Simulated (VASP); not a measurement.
**Ag: single point with PBEsol**

The system is Ag.

```xyz
1
Lattice="0.0000 2.1453 1.9920 2.1453 0.0000 1.9920 2.1453 2.1453 0.0000" Properties=species:S:1:pos:R:3 pbc="T T T"
Ag    0.0000    0.0000    0.0000
```

This cell differs from its parent crystal: strain +0.050 along x and y, -0.025 along z.

- Program: VASP 6.6.1
- Task: single point
- Functional: PBEsol
- Potentials or basis: VASP PAW PBE potentials, release 64 (Ag)
- Cutoff: 520 eV
- k mesh: 20 × 20 × 20
- Occupations: gaussian, width 0.15 eV
- Spin: no spin polarisation
- Dipole correction: no
- Further INCAR settings: ALGO = Normal; EDIFF = 1e-07; NBANDS = 12

The pressure is -8.7 GPa and the band gap on the k mesh is zero (an odd number of electrons rules out a gap without spin polarisation).

Stress tensor (GPa, compression positive):
```
-9.25  0.00  0.00
 0.00 -9.25  0.00
 0.00  0.00 -7.54
```

Levels at points of the mesh, in eV from the Fermi level:
```tsv
k point	band 2	band 3	band 4	band 5	band 6	band 7	band 8	band 9	band 10	band 11
(0.00, 0.00, 0.00)	-4.63	-4.63	-4.24	-3.81	-3.41	15.90	18.72	18.72	19.51	23.61
(0.50, 0.00, 0.00)	-4.72	-4.32	-2.99	-2.79	-0.24	3.23	14.75	16.25	18.31	21.10
(0.50, 0.50, 0.00)	-5.84	-2.91	-2.69	-2.69	2.47	7.38	9.41	9.41	15.43	15.54
(0.50, 0.00, 0.50)	-5.83	-2.93	-2.86	-2.59	1.24	5.61	10.70	10.75	16.76	16.83
```

Wall time 30 s on 1 thread of Intel(R) Xeon(R) 6975P-C (Granite Rapids) (shared host), peak memory 0.25 GiB.

Caveat: the cell differs from its parent crystal (strain +0.050 along x and y, -0.025 along z); the cell stands under tension; the PAW data sets were made with another functional, which shifts forces and pressure a little.
